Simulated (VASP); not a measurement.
ZnB:

```xyz
2
Lattice="2.8093 0.0000 0.0000 0.0000 2.8093 0.0000 0.0000 0.0000 3.2814" Properties=species:S:1:pos:R:3 pbc="T T T"
Zn    1.4047    1.4047    1.6407
B     0.0000    0.0000    0.0000
```

| Property | Result |
| --- | --- |
| Program | VASP 6.6.1 |
| Task | relaxation of cell and atoms |
| Functional | PBE |
| Potentials or basis | VASP PAW PBE potentials, release 64 (Zn, B) |
| Cutoff | 600 eV |
| k mesh | 6 × 6 × 6 |
| Occupations | gaussian, width 0.1 eV |
| Spin | no spin polarisation |

At the start: pressure -13.0 GPa; volume 12.95 Å³/atom.

**Question.** Where does the relaxation end?

**Answer.** Over 9 steps the energy falls by 175.7 meV/atom and the volume is 10.64 Å³/atom (-17.8 %); space group P4/mmm (No. 123, to 0.05 Å).

The path:
| step | energy change (eV) | largest force (eV/Å) | pressure (GPa) | volume (Å³) |
| --- | --- | --- | --- | --- |
| 1 | 0.0000 | 0.0000 | -13.01 | 25.90 |
| 2 | -0.2076 | 0.0000 | -1.79 | 22.15 |
| 3 | -0.2126 | 0.0000 | 1.19 | 21.59 |
| 4 | -0.3131 | 0.0000 | 3.89 | 20.74 |
| 5 | -0.0107 | 0.0000 | 22.40 | 18.59 |
| 6 | -0.3291 | 0.0000 | 6.88 | 20.30 |
| 7 | -0.3426 | 0.0000 | -1.90 | 21.56 |
| 8 | -0.3498 | 0.0000 | 1.11 | 21.08 |
| 9 | -0.3514 | 0.0000 | -0.16 | 21.28 |

Final structure:
```
Zn B
1.0
     2.52132    0.00000    0.00000
     0.00000    2.52132    0.00000
     0.00000    0.00000    3.34775
Zn B
1 1
Cartesian
  1.2607 1.2607 1.6739
  0.0000 0.0000 0.0000
```

Caveat: the k points lie up to 0.42 Å⁻¹ apart in the final cell; the volume moved by over 15 % at a fixed basis, so the end points are rough.
